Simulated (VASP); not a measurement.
# AlN (P6_3mc) in VASP: single point with PBE0

Aim: the single point of AlN with PBE0.

Program: VASP 6.6.1. These are calculated values, not measurements. Logs are shortened: lines on timing, memory, paths and dates and some standing lists are left out, and cuts for length are marked.

**1. The cell of the first run**

It takes space group P6_3mc (No. 186, hexagonal). Conventional cell: a = 3.130 Å, b = 3.130 Å, c = 5.018 Å, α = 90.00°, β = 90.00°, γ = 120.00°. Al (site symmetry 3m) has 4 N at 1.90 to 1.91 Å within 2.5 Å. N (site symmetry 3m) has 4 Al at 1.90 to 1.91 Å within 2.5 Å.

**2. Single point, PBE0**

POSCAR reads:

```
AlN
1.0
    3.1302062014      0.0000000289      0.0000000000
   -1.5651031257      2.7108380751      0.0000000000
    0.0000000000      0.0000000000      5.0180581704
Al N
2 2
Direct
    0.6666666666      0.3333333334      0.4992348500
    0.3333333332      0.6666666666      0.9992348499
    0.6666666666      0.3333333334      0.8807651499
    0.3333333332      0.6666666666      0.3807651500
```

INCAR.step1 reads:

```
ALGO = Normal
EDIFF = 1E-5
ENCUT = 520
GGA = PE
GGA_COMPAT = False
ISIF = 2
ISMEAR = -1
LASPH = True
LCHARG = False
LREAL = False
LWAVE = True
NBANDS = 16
NELM = 120
PREC = Accurate
SIGMA = 0.01
```

INCAR.step2 reads:

```
AEXX = 0.25
ALGO = Normal
EDIFF = 1E-6
ENCUT = 520
GGA = PE
GGA_COMPAT = False
ISIF = 2
ISMEAR = -1
ISTART = 1
LASPH = True
LCHARG = False
LHFCALC = True
LREAL = False
LWAVE = False
NBANDS = 16
NELM = 120
PREC = Accurate
PRECFOCK = Normal
SIGMA = 0.01
```

KPOINTS reads:

```
k-points
0
Gamma
  7 7 4
```

Potentials or basis: VASP PAW PBE potentials, release 64 (Al, N).

Launch:

```sh
$ cat potpaw_PBE.64/Al/POTCAR potpaw_PBE.64/N/POTCAR > POTCAR
$ cp INCAR.step1 INCAR
$ mpirun -np 1 vasp_std > vasp.out
$ cp INCAR.step2 INCAR
$ mpirun -np 1 vasp_std > vasp.out
```

OUTCAR:

```text
AEXX = 0.25
   EDIFF = 1E-6
   ENCUT = 520
   GGA = PE
   ISIF = 2
   ISMEAR = -1
   ISTART = 1
   LASPH = True
   LHFCALC = True
   LREAL = False
   NELM = 120
   PREC = Accurate
   PRECFOCK = Normal

 ion  position               nearest neighbor table
   1  0.667  0.333  0.499-   4 1.90   4 1.90   4 1.90   3 1.91   2 3.09   2 3.09   2 3.09   2 3.09
                             2 3.09   2 3.09
   2  0.333  0.667  0.999-   3 1.90   3 1.90   3 1.90   4 1.91   1 3.09   1 3.09   1 3.09   1 3.09
                             1 3.09   1 3.09
   3  0.667  0.333  0.881-   2 1.90   2 1.90   2 1.90   1 1.91
   4  0.333  0.667  0.381-   1 1.90   1 1.90   1 1.90   2 1.91

  LATTYP: Found a hexagonal cell.
 ALAT       =     3.1302062014
 C/A-ratio  =     1.6031078618

  Lattice vectors:

 A1 = (   3.1302062014,   0.0000000289,   0.0000000000)
 A2 = (  -1.5651031257,   2.7108380751,   0.0000000000)
 A3 = (   0.0000000000,   0.0000000000,   5.0180581704)

Analysis of symmetry for initial positions (statically):
=====================================================================
 Subroutine PRICEL returns:
 Original cell was already a primitive cell.

 Routine SETGRP: Setting up the symmetry group for a
 hexagonal supercell.

 Subroutine GETGRP returns: Found 12 space group operations
 (whereof  6 operations were pure point group operations)
 out of a pool of 24 trial point group operations.

The static configuration has the point symmetry C_3v.
 The point group associated with its full space group is C_6v.

Analysis of symmetry for dynamics (positions and initial velocities):
=====================================================================
 Subroutine PRICEL returns:
 Original cell was already a primitive cell.

 Routine SETGRP: Setting up the symmetry group for a
 hexagonal supercell.

 Subroutine GETGRP returns: Found 12 space group operations
 (whereof  6 operations were pure point group operations)
 out of a pool of 24 trial point group operations.

The dynamic configuration has the point symmetry C_3v.
 The point group associated with its full space group is C_6v.

 Subroutine INISYM returns: Found 12 space group operations
 (whereof  6 operations are pure point group operations),
 and found     1 'primitive' translations

----------------------------------------------------------------------------------------

                                     Primitive cell

  volume of cell :      42.5806

  direct lattice vectors                    reciprocal lattice vectors
     3.130206201  0.000000029  0.000000000     0.319467770  0.184444807  0.000000000
    -1.565103126  2.710838075  0.000000000    -0.000000003  0.368889608  0.000000000
     0.000000000  0.000000000  5.018058170     0.000000000  0.000000000  0.199280273

  length of vectors
     3.130206201  3.130206201  5.018058170     0.368889608  0.368889608  0.199280273

  position of ions in fractional coordinates (direct lattice)
     0.666666667  0.333333333  0.499234850
     0.333333333  0.666666667  0.999234850
     0.666666667  0.333333333  0.880765150
     0.333333333  0.666666667  0.380765150

  ion indices of the primitive-cell ions
   primitive index   ion index
                 1           1
                 2           2
                 3           3
                 4           4

----------------------------------------------------------------------------------------

 KPOINTS: k-points

Automatic generation of k-mesh.
 Grid dimensions read from file:
 generate k-points for:    7    7    4

 Generating k-lattice:

  Cartesian coordinates                     Fractional coordinates (reciprocal lattice)
     0.045638253  0.026349258  0.000000000     0.142857143  0.000000000  0.000000000
    -0.000000000  0.052698515  0.000000000     0.000000000  0.142857143  0.000000000
     0.000000000  0.000000000  0.049820068     0.000000000  0.000000000  0.250000000

  Length of vectors
     0.052698515  0.052698515  0.049820068

  Shift w.r.t. Gamma in fractional coordinates (k-lattice)
     0.000000000  0.000000000  0.000000000

 Subroutine IBZKPT returns following result:
 ===========================================

 Found     24 irreducible k-points:

 Following reciprocal coordinates:
            Coordinates               Weight
  0.000000  0.000000  0.000000      1.000000
  0.142857  0.000000  0.000000      6.000000
  0.285714  0.000000  0.000000      6.000000
  0.428571  0.000000  0.000000      6.000000
  0.142857  0.142857  0.000000      6.000000
  0.285714  0.142857  0.000000     12.000000
[... 16 lines left out ...]
  0.428571  0.142857  0.500000      6.000000
  0.285714  0.285714  0.500000      6.000000
   k-points           NKPTS =     24   k-points in BZ     NKDIM =    196   number of bands    NBANDS=     16
   number of dos      NEDOS =    301   number of ions     NIONS =      4
   total plane-waves  NPLWV =  23040
   dimension x,y,z NGX =    24 NGY =   24 NGZ =   40
   dimension x,y,z NGXF=    48 NGYF=   48 NGZF=   80
   ions per type =               2   2
   NGX,Y,Z   is equivalent  to a cutoff of  12.75, 12.75, 13.25 a.u.
   NGXF,Y,Z  is equivalent  to a cutoff of  25.49, 25.49, 26.50 a.u.
 SYSTEM =  unknown system
   PREC   = accura    normal or accurate (medium, high low for compatibility)
   ISTART =      1    job   : 0-new  1-cont  2-samecut
   ICHARG =      0    charge: 1-file 2-atom 10-const
   ISPIN  =      1    spin polarized calculation?
   LNONCOLLINEAR =      F non collinear calculations
   LSORBIT =      F    spin-orbit coupling
   LASPH  =      T    aspherical Exc in radial PAW
   ENCUT  =  520.0 eV  38.22 Ry    6.18 a.u.   5.82  5.82  9.33*2*pi/ulx,y,z
   NELM   =    120;   NELMIN=  2; NELMDL=  0     # of ELM steps
   EDIFF  = 0.1E-05   stopping-criterion for ELM
   LREAL  =      F    real-space projection
   EDIFFG = 0.1E-04   stopping-criterion for IOM
   NSW    =      0    number of steps for IOM
   IBRION =     -1    ionic relax: 0-MD 1-quasi-New 2-CG
   NFREE  =      0    steps in history (QN), initial steepest desc. (CG)
   ISIF   =      2    stress and relaxation
   ISYM   =      3    0-nonsym 1-usesym 2-fastsym
   POTIM  = 0.5000    time-step for ionic-motion
   TEBEG  =    0.0;   TEEND  =   0.0 temperature during run
   PSTRESS=    0.0 pullay stress
   NELECT =      16.0000    total number of electrons
   NUPDOWN=      -1.0000    fix difference up-down
   EMIN   =  10.00;   EMAX   =-10.00  energy-range for DOS
   EFERMI =   0.00;   METHOD = LEGACY
   ISMEAR =    -1;   SIGMA  =   0.01  broadening in eV -4-tet -1-fermi 0-gaus
   EFERMI_NEDOS =   21; number of points for ismear=-14 and -15
   IALGO  =     38    algorithm
   IMIX   =      1    mixing-type and parameters
     AMIX     =   0.40;   BMIX     =  1.00
     AMIX_MAG =   1.60;   BMIX_MAG =  1.00
  volume/ion in A,a.u.               =      10.65        71.84
  Fermi-wavevector in a.u.,A,eV,Ry     =   1.181347  2.232422 18.988023  1.395580
  Thomas-Fermi vector in A             =   2.317622
   LORBIT       =      0    0 simple, 1 ext, 2 COOP (PROOUT), +10 PAW based schemes
   GGA     = PE    functional components
   LHFCALC =     T    Hartree Fock is set to
   PRECFOCK=normal    Normal, Fast or Accurate (Low or Medium for compatibility)
   ENCUT4O =  -1.0   cutoff for four orbital integrals eV
   NKREDX  =     1    reduce k-point grid by
   NKREDY  =     1    reduce k-point grid by
   NKREDZ  =     1    reduce k-point grid by
   AEXX    =    0.2500 exact exchange contribution
   HFSCREEN=    0.0000 screening length (either q_TF or 0.3 A-1)
   HFSCREENC=   0.0000 screening length for correlation (either q_TF or 0.3 A-1)
   ENCUTFOCK=  -1.0 apply spherical cutoff to Coloumb kernel
   IVDW    =     0    specifies the selected vdW correction
   LEPSILON=     F    determine dielectric tensor
   LRPA    =     F    only Hartree local field effects (RPA)
 non-spin polarized calculation
  energy-cutoff  :      520.00
  volume of cell :       42.58
 maximum number of plane-waves:      1170
 NGX is ok and might be reduce to    24
  NGX = 18; NGY = 18; NGZ = 28

 number of electron      15.9999998 magnetization

 Free energy of the ion-electron system (eV)
  ---------------------------------------------------
  ext. energy  EPLUGINS =         0.00000000
  ---------------------------------------------------
  free energy    TOTEN  =       -36.72147460 eV

  energy without entropy =      -36.72147460  energy(sigma->0) =      -36.72147460

 E-fermi :   4.9051     XC(G=0):  -8.5285

 val. band max:        4.6763030245   @ k =   0.0000   0.0000   0.0000
 cond. band min:      10.7848454718   @ k =   0.0000   0.0000   0.0000
 fundamental gap:      6.1085424473
 Fermi energy:         4.9050955809

 k-point     1 :       0.0000    0.0000    0.0000
  band No.  band energies     occupation
      1     -11.9373      2.00000
      2      -9.7116      2.00000
      3      -1.7767      2.00000
      4       3.7329      2.00000
      5       3.7329      2.00000
      6       4.4543      2.00000
[... 8 lines left out ...]
     15      20.1590      0.00000
     16      20.1590      0.00000

 k-point     2 :       0.1429    0.0000    0.0000
  band No.  band energies     occupation
      1     -11.6676      2.00000
      2      -9.5633      2.00000
      3      -1.4440      2.00000
      4       2.5689      2.00000
      5       3.3743      2.00000
      6       3.4054      2.00000
[... 8 lines left out ...]
     15      19.6218      0.00000
     16      20.0003      0.00000

 k-point     3 :       0.2857    0.0000    0.0000
  band No.  band energies     occupation
      1     -10.9384      2.00000
      2      -9.2472      2.00000
      3      -0.5085      2.00000
      4       0.4492      2.00000
      5       1.5978      2.00000
      6       2.8311      2.00000
[... 8 lines left out ...]
     15      19.1216      0.00000
     16      20.8992      0.00000
[... 362 lines left out ...]
 k-point    23 :       0.4286    0.1429    0.5000
  band No.  band energies     occupation
      1      -9.4317      2.00000
      2      -9.4317      2.00000
      3      -1.1379      2.00000
      4      -1.1379      2.00000
      5       1.9708      2.00000
      6       1.9708      2.00000
[... 8 lines left out ...]
     15      20.8369      0.00000
     16      20.8369      0.00000

 k-point    24 :       0.2857    0.2857    0.5000
  band No.  band energies     occupation
      1      -9.3656      2.00000
      2      -9.3656      2.00000
      3      -0.6800      2.00000
      4      -0.6800      2.00000
      5       0.9549      2.00000
      6       0.9549      2.00000
[... 8 lines left out ...]
     15      20.5052      0.00000
     16      20.5052      0.00000

------------------------ aborting loop because EDIFF is reached ----------------------------------------

  FORCE on cell =-STRESS in cart. coord.  units (eV):
  Direction    XX          YY          ZZ          XY          YZ          ZX
  --------------------------------------------------------------------------------------
  -------------------------------------------------------------------------------------
  Total       -1.4537156     -1.4537156     -1.4332787     -0.0000000     -0.0000000      0.0000000
  in kB      -54.6988032    -54.6988032    -53.9298259     -0.0000000     -0.0000000      0.0000000
  external PRESSURE =     -54.4424774 kB  Pullay stress =       0.0000000 kB

 VOLUME and BASIS-vectors are now :
 -----------------------------------------------------------------------------
  energy-cutoff  :      520.00
  volume of cell :       42.58
      direct lattice vectors                 reciprocal lattice vectors
     3.130206201  0.000000029  0.000000000     0.319467770  0.184444807  0.000000000
    -1.565103126  2.710838075  0.000000000    -0.000000003  0.368889608  0.000000000
     0.000000000  0.000000000  5.018058170     0.000000000  0.000000000  0.199280273

 POSITION                                       TOTAL-FORCE (eV/Angst)
 -----------------------------------------------------------------------------------
      1.56510      0.90361      2.50519        -0.000000     -0.000000      0.002496
     -0.00000      1.80723      5.01422         0.000000      0.000000      0.002496
      1.56510      0.90361      4.41973         0.000000     -0.000000     -0.002496
     -0.00000      1.80723      1.91070        -0.000000      0.000000     -0.002496
 -----------------------------------------------------------------------------------
    total drift:                                0.000000      0.000000      0.000428

  FREE ENERGIE OF THE ION-ELECTRON SYSTEM (eV)
  ---------------------------------------------------
  free  energy   TOTEN  =       -36.7214745975 eV

  energy  without entropy=      -36.7214745975  energy(sigma->0) =      -36.72147460
```

Wall time 35 min (1 thread of AMD EPYC 7R43 (Zen 3), shared host); peak memory 0.15 GiB.

What came out:

| Item | Value |
| --- | --- |
| Free energy | -36.7215 eV |
| Pressure | -5.4 GPa |
| Band gap on the k mesh | 6.11 eV |

Forces in eV/Å, atoms in the order of the input:
```
Al   0.000  0.000  0.002
Al   0.000  0.000  0.002
N    0.000  0.000 -0.002
N    0.000  0.000 -0.002
```

Caveat: the cell stands under tension; the PAW data sets were made with another functional, which shifts forces and pressure a little.
